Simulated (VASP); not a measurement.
# BAu (Fm-3m) in VASP: a series of runs

The runs below take BAu through single point, relaxation of cell and atoms, with PBE.

All numbers are computed with VASP 6.6.1; they aren't measurements. Logs are shortened: lines on timing, memory, paths and dates and some standing lists are left out, and cuts for length are marked.

**1. The cell of the first run**

It takes space group Fm-3m (No. 225, cubic). Conventional cell: a = 4.705 Å, b = 4.705 Å, c = 4.705 Å, α = 90.00°, β = 90.00°, γ = 90.00°. Within 3.1 Å of B (site symmetry m-3m) lie 6 Au at 2.35 Å. Au (site symmetry m-3m) has 6 B at 2.35 Å within 3.1 Å.

**2. Single point, PBE**

File INCAR:

```
SYSTEM = BAu
  PREC = Accurate
  ENCUT = 520
  EDIFF = 1E-6
  ISMEAR = 0
  SIGMA = 0.1
  LREAL = .False.
  LASPH = .True.
  NELM = 100
  ALGO = Normal
  ISIF = 2
  LWAVE = .False.
  LCHARG = .False.
  GGA = PE
  NBANDS = 14
```

File KPOINTS:

```
Automatic mesh
0
Gamma
  8 8 8
  0 0 0
```

File POSCAR:

```
BAu
1.0
    0.0000000000      2.3524111155      2.3524111155
    2.3524111155      0.0000000000      2.3524111155
    2.3524111155      2.3524111155      0.0000000000
B Au
1 1
Direct
    0.0000000000      0.0000000000      0.0000000000
    0.5000000000      0.5000000000      0.5000000000
```

Potentials or basis: VASP PAW PBE potentials, release 64 (B, Au).

Run with:

```sh
$ cat potpaw_PBE.64/B/POTCAR potpaw_PBE.64/Au/POTCAR > POTCAR
$ mpirun -np 1 vasp_std > vasp.out
```

OUTCAR:

```text
SYSTEM = BAu
   PREC = Accurate
   ENCUT = 520
   EDIFF = 1E-6
   ISMEAR = 0
   LREAL = .False.
   LASPH = .True.
   NELM = 100
   ISIF = 2
   GGA = PE

 ion  position               nearest neighbor table
   1  0.000  0.000  0.000-   2 2.35   2 2.35   2 2.35   2 2.35   2 2.35   2 2.35
   2  0.500  0.500  0.500-   1 2.35   1 2.35   1 2.35   1 2.35   1 2.35   1 2.35

  LATTYP: Found a face centered cubic cell.
 ALAT       =     4.7048222310

  Lattice vectors:

 A1 = (   0.0000000000,   2.3524111155,   2.3524111155)
 A2 = (   2.3524111155,   0.0000000000,   2.3524111155)
 A3 = (   2.3524111155,   2.3524111155,   0.0000000000)

Analysis of symmetry for initial positions (statically):
=====================================================================
 Subroutine PRICEL returns:
 Original cell was already a primitive cell.

 Routine SETGRP: Setting up the symmetry group for a
 face centered cubic supercell.

 Subroutine GETGRP returns: Found 48 space group operations
 (whereof 48 operations were pure point group operations)
 out of a pool of 48 trial point group operations.

The static configuration has the point symmetry O_h .

Analysis of symmetry for dynamics (positions and initial velocities):
=====================================================================
 Subroutine PRICEL returns:
 Original cell was already a primitive cell.

 Routine SETGRP: Setting up the symmetry group for a
 face centered cubic supercell.

 Subroutine GETGRP returns: Found 48 space group operations
 (whereof 48 operations were pure point group operations)
 out of a pool of 48 trial point group operations.

The dynamic configuration has the point symmetry O_h .

 Subroutine INISYM returns: Found 48 space group operations
 (whereof 48 operations are pure point group operations),
 and found     1 'primitive' translations

----------------------------------------------------------------------------------------

                                     Primitive cell

  volume of cell :      26.0357

  direct lattice vectors                    reciprocal lattice vectors
     0.000000000  2.352411115  2.352411115    -0.212547882  0.212547882  0.212547882
     2.352411115  0.000000000  2.352411115     0.212547882 -0.212547882  0.212547882
     2.352411115  2.352411115  0.000000000     0.212547882  0.212547882 -0.212547882

  length of vectors
     3.326811704  3.326811704  3.326811704     0.368143731  0.368143731  0.368143731

  position of ions in fractional coordinates (direct lattice)
     0.000000000  0.000000000  0.000000000
     0.500000000  0.500000000  0.500000000

  ion indices of the primitive-cell ions
   primitive index   ion index
                 1           1
                 2           2

----------------------------------------------------------------------------------------

 KPOINTS: Automatic mesh

Automatic generation of k-mesh.
 Grid dimensions read from file:
 generate k-points for:    8    8    8

 Generating k-lattice:

  Cartesian coordinates                     Fractional coordinates (reciprocal lattice)
    -0.026568485  0.026568485  0.026568485     0.125000000  0.000000000  0.000000000
     0.026568485 -0.026568485  0.026568485     0.000000000  0.125000000  0.000000000
     0.026568485  0.026568485 -0.026568485     0.000000000  0.000000000  0.125000000

  Length of vectors
     0.046017966  0.046017966  0.046017966

  Shift w.r.t. Gamma in fractional coordinates (k-lattice)
     0.000000000  0.000000000  0.000000000

 Subroutine IBZKPT returns following result:
 ===========================================

 Found     29 irreducible k-points:

 Following reciprocal coordinates:
            Coordinates               Weight
  0.000000  0.000000  0.000000      1.000000
  0.125000  0.000000  0.000000      8.000000
  0.250000  0.000000  0.000000      8.000000
  0.375000  0.000000  0.000000      8.000000
  0.500000  0.000000  0.000000      4.000000
  0.125000  0.125000  0.000000      6.000000
[... 16 lines left out ...]
  0.500000  0.250000  0.125000     48.000000
 -0.375000  0.250000  0.125000     24.000000
 [... further k-points ...]
   k-points           NKPTS =     29   k-points in BZ     NKDIM =     29   number of bands    NBANDS=     14
   number of dos      NEDOS =    301   number of ions     NIONS =      2
   total plane-waves  NPLWV =  21952
   dimension x,y,z NGX =    28 NGY =   28 NGZ =   28
   dimension x,y,z NGXF=    56 NGYF=   56 NGZF=   56
   ions per type =               1   1
   NGX,Y,Z   is equivalent  to a cutoff of  13.99, 13.99, 13.99 a.u.
   NGXF,Y,Z  is equivalent  to a cutoff of  27.98, 27.98, 27.98 a.u.
 SYSTEM =  BAu
   PREC   = accura    normal or accurate (medium, high low for compatibility)
   ISTART =      0    job   : 0-new  1-cont  2-samecut
   ICHARG =      2    charge: 1-file 2-atom 10-const
   ISPIN  =      1    spin polarized calculation?
   LNONCOLLINEAR =      F non collinear calculations
   LSORBIT =      F    spin-orbit coupling
   LASPH  =      T    aspherical Exc in radial PAW
   ENCUT  =  520.0 eV  38.22 Ry    6.18 a.u.   6.19  6.19  6.19*2*pi/ulx,y,z
   NELM   =    100;   NELMIN=  2; NELMDL= -5     # of ELM steps
   EDIFF  = 0.1E-05   stopping-criterion for ELM
   LREAL  =      F    real-space projection
   EDIFFG = 0.1E-04   stopping-criterion for IOM
   NSW    =      0    number of steps for IOM
   IBRION =     -1    ionic relax: 0-MD 1-quasi-New 2-CG
   NFREE  =      0    steps in history (QN), initial steepest desc. (CG)
   ISIF   =      2    stress and relaxation
   ISYM   =      2    0-nonsym 1-usesym 2-fastsym
   POTIM  = 0.5000    time-step for ionic-motion
   TEBEG  =    0.0;   TEEND  =   0.0 temperature during run
   PSTRESS=    0.0 pullay stress
   NELECT =      14.0000    total number of electrons
   NUPDOWN=      -1.0000    fix difference up-down
   EMIN   =  10.00;   EMAX   =-10.00  energy-range for DOS
   EFERMI =   0.00;   METHOD = LEGACY
   ISMEAR =     0;   SIGMA  =   0.10  broadening in eV -4-tet -1-fermi 0-gaus
   EFERMI_NEDOS =   21; number of points for ismear=-14 and -15
   IALGO  =     38    algorithm
   IMIX   =      4    mixing-type and parameters
     AMIX     =   0.40;   BMIX     =  1.00
     AMIX_MAG =   1.60;   BMIX_MAG =  1.00
  volume/ion in A,a.u.               =      13.02        87.85
  Fermi-wavevector in a.u.,A,eV,Ry     =   1.331254  2.515705 24.112754  1.772237
  Thomas-Fermi vector in A             =   2.460279
   LORBIT       =      0    0 simple, 1 ext, 2 COOP (PROOUT), +10 PAW based schemes
   GGA     = PE    functional components
   LHFCALC =     F    Hartree Fock is set to
   AEXX    =    0.0000 exact exchange contribution
   IVDW    =     0    specifies the selected vdW correction
   LEPSILON=     F    determine dielectric tensor
   LRPA    =     F    only Hartree local field effects (RPA)
 non-spin polarized calculation
 Gauss-broadening in eV      SIGMA  =   0.10
  energy-cutoff  :      520.00
  volume of cell :       26.04
 maximum number of plane-waves:       725
 NGX is ok and might be reduce to    28
   NGX = 13   NGY = 13   NGZ = 13

 number of electron      13.9999999 magnetization

 Free energy of the ion-electron system (eV)
  ---------------------------------------------------
  ext. energy  EPLUGINS =         0.00000000
  ---------------------------------------------------
  free energy    TOTEN  =        -7.92564773 eV

  energy without entropy =       -7.92197319  energy(sigma->0) =       -7.92381046

 E-fermi :   8.4376     XC(G=0): -12.1612

 val. band max:        8.3997494638   @ k =  -0.2500   0.5000   0.2500
 cond. band min:       8.4425419187   @ k =   0.5000   0.3750   0.1250
 fundamental gap:      0.0427924549
 Fermi energy:         8.4375830624

 k-point     1 :       0.0000    0.0000    0.0000
  band No.  band energies     occupation
      1      -3.6513      2.00000
      2       2.9641      2.00000
      3       2.9641      2.00000
      4       2.9641      2.00000
      5       3.3131      2.00000
      6       3.3131      2.00000
      7      10.3606      0.00000
      8      10.3606      0.00000
      9      10.3606      0.00000
     10      17.5020      0.00000
     11      20.0795      0.00000
     12      25.0578      0.00000
     13      25.0578      0.00000
     14      25.0578      0.00000

 k-point     2 :       0.1250    0.0000    0.0000
  band No.  band energies     occupation
      1      -3.3154      2.00000
      2       2.8125      2.00000
      3       2.9297      2.00000
      4       2.9297      2.00000
      5       3.2339      2.00000
      6       3.2339      2.00000
      7       9.7017      0.00000
      8      10.8724      0.00000
      9      10.8724      0.00000
     10      18.0243      0.00000
     11      19.8195      0.00000
     12      23.2757      0.00000
     13      23.6637      0.00000
     14      23.6637      0.00000

 k-point     3 :       0.2500    0.0000    0.0000
  band No.  band energies     occupation
      1      -2.3559      2.00000
      2       2.4141      2.00000
      3       2.4325      2.00000
      4       2.4325      2.00000
      5       3.5789      2.00000
      6       3.5789      2.00000
      7       8.2066      1.99891
      8      12.0794      0.00000
      9      12.0794      0.00000
     10      17.5427      0.00000
     11      19.6646      0.00000
     12      21.1481      0.00000
     13      21.1481      0.00000
     14      23.3570      0.00000

 k-point     4 :       0.3750    0.0000    0.0000
  band No.  band energies     occupation
      1      -0.9605      2.00000
      2       1.8195      2.00000
      3       1.9828      2.00000
      4       1.9828      2.00000
      5       4.0101      2.00000
      6       4.0101      2.00000
      7       6.6140      2.00000
      8      13.3791      0.00000
      9      13.3791      0.00000
     10      15.8670      0.00000
     11      19.0115      0.00000
     12      19.0115      0.00000
     13      20.6057      0.00000
     14      24.7423      0.00000

 k-point     5 :       0.5000    0.0000    0.0000
  band No.  band energies     occupation
      1       0.1382      2.00000
      2       1.1629      2.00000
      3       1.8142      2.00000
      4       1.8142      2.00000
      5       4.2050      2.00000
      6       4.2050      2.00000
      7       5.8620      2.00000
      8      14.0324      0.00000
      9      14.0324      0.00000
     10      15.2487      0.00000
     11      18.0789      0.00000
[... 276 lines left out ...]
 k-point    22 :       0.3750    0.2500    0.1250
  band No.  band energies     occupation
      1      -1.6487      2.00000
      2       1.7365      2.00000
      3       2.3651      2.00000
      4       2.7035      2.00000
      5       3.5531      2.00000
      6       4.1240      2.00000
      7       8.8555      0.00000
      8       9.5979      0.00000
      9      12.8099      0.00000
     10      16.8326      0.00000
     11      19.1866      0.00000
     12      19.1876      0.00000
     13      22.2824      0.00000
     14      23.9719      0.00000

 k-point    23 :       0.5000    0.2500    0.1250
  band No.  band energies     occupation
      1      -0.5537      2.00000
      2       1.3241      2.00000
      3       2.3040      2.00000
      4       2.3719      2.00000
      5       3.9708      2.00000
      6       4.5933      2.00000
      7       7.1282      2.00000
      8      10.0060      0.00000
      9      12.4367      0.00000
     10      16.7597      0.00000
     11      17.8275      0.00000
     12      19.8824      0.00000
     13      21.6898      0.00000
     14      25.4555      0.00000

 k-point    24 :      -0.3750    0.2500    0.1250
  band No.  band energies     occupation
      1       0.1162      2.00000
      2       0.9841      2.00000
      3       2.2455      2.00000
      4       2.4334      2.00000
      5       4.2100      2.00000
      6       5.0456      2.00000
      7       5.7775      2.00000
      8      11.1363      0.00000
      9      11.1796      0.00000
     10      17.1725      0.00000
     11      17.2764      0.00000
     12      20.7705      0.00000
     13      20.7713      0.00000
     14      26.9331      0.00000

 [... further k-points ...]

------------------------ aborting loop because EDIFF is reached ----------------------------------------

  FORCE on cell =-STRESS in cart. coord.  units (eV):
  Direction    XX          YY          ZZ          XY          YZ          ZX
  --------------------------------------------------------------------------------------
  -------------------------------------------------------------------------------------
  Total        0.0114931      0.0114931      0.0114931      0.0000000      0.0000000      0.0000000
  in kB        0.7072553      0.7072553      0.7072553      0.0000000      0.0000000      0.0000000
  external PRESSURE =       0.7072553 kB  Pullay stress =       0.0000000 kB

 VOLUME and BASIS-vectors are now :
 -----------------------------------------------------------------------------
  energy-cutoff  :      520.00
  volume of cell :       26.04
      direct lattice vectors                 reciprocal lattice vectors
     0.000000000  2.352411115  2.352411115    -0.212547882  0.212547882  0.212547882
     2.352411115  0.000000000  2.352411115     0.212547882 -0.212547882  0.212547882
     2.352411115  2.352411115  0.000000000     0.212547882  0.212547882 -0.212547882

 POSITION                                       TOTAL-FORCE (eV/Angst)
 -----------------------------------------------------------------------------------
      0.00000      0.00000      0.00000        -0.000000      0.000000      0.000000
      2.35241      2.35241      2.35241         0.000000     -0.000000     -0.000000
 -----------------------------------------------------------------------------------
    total drift:                                0.000000      0.000000      0.000000

  FREE ENERGIE OF THE ION-ELECTRON SYSTEM (eV)
  ---------------------------------------------------
  free  energy   TOTEN  =        -7.9256477314 eV

  energy  without entropy=       -7.9219731877  energy(sigma->0) =       -7.92381046
```

It took 12 s on 1 thread of Intel Xeon Platinum 8488C (Sapphire Rapids), shared host; peak memory 0.16 GiB.

What came out:

```
Free energy            : -7.9256 eV
Pressure               : 0.1 GPa
Band gap on the k mesh : zero (band 7 reaches 10.36 eV, above the bottom of band 8 at 7.03 eV)
```

Caveat: spin-orbit coupling is left out, which moves the levels of the heavy elements.

**3. Relaxation of cell and atoms, PBE**

This run uses another cell than the first one, of 7.23 Å³/atom, 0.555 times its volume.

File INCAR:

```
PREC = Accurate
ENCUT = 600
EDIFF = 1E-7
ISMEAR = 0
SIGMA = 0.1
LREAL = False
LASPH = True
NELM = 100
ALGO = Normal
ISIF = 3
LWAVE = False
LCHARG = False
GGA = PE
IBRION = 2
NSW = 90
EDIFFG = -0.04
```

File KPOINTS:

```
Automatic mesh
0
Gamma
  8 8 8
```

File POSCAR:

```
BAu
1.0
    0.0000000000      1.9336174700      1.9336174700
    1.9336174700      0.0000000000      1.9336174700
    1.9336174700      1.9336174700      0.0000000000
B Au
1 1
Direct
    0.0000000000      0.0000000000      0.0000000000
    0.5000000000      0.5000000000      0.5000000000
```

Potentials or basis: VASP PAW PBE potentials, release 64 (B, Au).

Run with:

```sh
$ cat potpaw_PBE.64/B/POTCAR potpaw_PBE.64/Au/POTCAR > POTCAR
$ mpirun -np 1 vasp_std > vasp.out
```

Run time: 44 s. Hardware: 1 thread of Intel Xeon Platinum 8488C (Sapphire Rapids), shared host; peak memory 0.15 GiB.

It converged, with:

| Quantity | Value |
| --- | --- |
| Free energy | -7.9198 eV |
| Relaxed volume | 12.98 Å³/atom |
| Relaxed cell | a = 3.324 Å, b = 3.324 Å, c = 3.324 Å, α = 60.00°, β = 60.00°, γ = 60.00° |
| Space group after relaxing (to 0.05 Å) | Fm-3m (No. 225) |
| Energy gained by relaxing | 3843.3 meV/atom |
| Ionic steps | 7 |
| Pressure after relaxing | 0.5 GPa |
| Band gap on the k mesh | zero (band 7 reaches 10.40 eV, above the bottom of band 8 at 7.06 eV) |

The path:
| step | energy change (eV) | largest force (eV/Å) | pressure (GPa) | volume (Å³) |
| --- | --- | --- | --- | --- |
| 1 | 0.0000 | 0.0000 | 372.72 | 14.46 |
| 2 | -1.8051 | 0.0000 | -18.56 | 85.93 |
| 3 | -7.0192 | 0.0000 | -20.74 | 33.84 |
| 4 | -7.3590 | 0.0000 | -17.59 | 31.03 |
| 5 | -7.4975 | 0.0000 | 23.84 | 23.14 |
| 6 | -7.6739 | 0.0000 | -4.68 | 26.92 |
| 7 | -7.6866 | 0.0000 | 0.49 | 25.97 |

Final structure:
```
CELL_PARAMETERS angstrom
0.00000 2.35040 2.35040
2.35040 0.00000 2.35040
2.35040 2.35040 0.00000
ATOMIC_POSITIONS crystal
B 0.00000 0.00000 0.00000
Au 0.50000 0.50000 0.50000
```

Levels at points of the mesh, in eV from the Fermi level:
```
           k point  band 4  band 5  band 6  band 7  band 8  band 9  band 10  band 11
(0.00, 0.00, 0.00)   -5.49   -5.14   -5.14    1.92    1.92    1.92     9.10    11.64
(0.50, 0.00, 0.00)   -6.64   -4.24   -4.24   -2.58    5.61    5.61     6.81     9.65
(0.50, 0.50, 0.00)   -4.41   -3.88   -3.88   -0.75   -0.55   -0.55     4.30    11.58
```

Caveat: the volume moved by over 15 % at a fixed basis, so the end points are rough; spin-orbit coupling is left out, which moves the levels of the heavy elements.
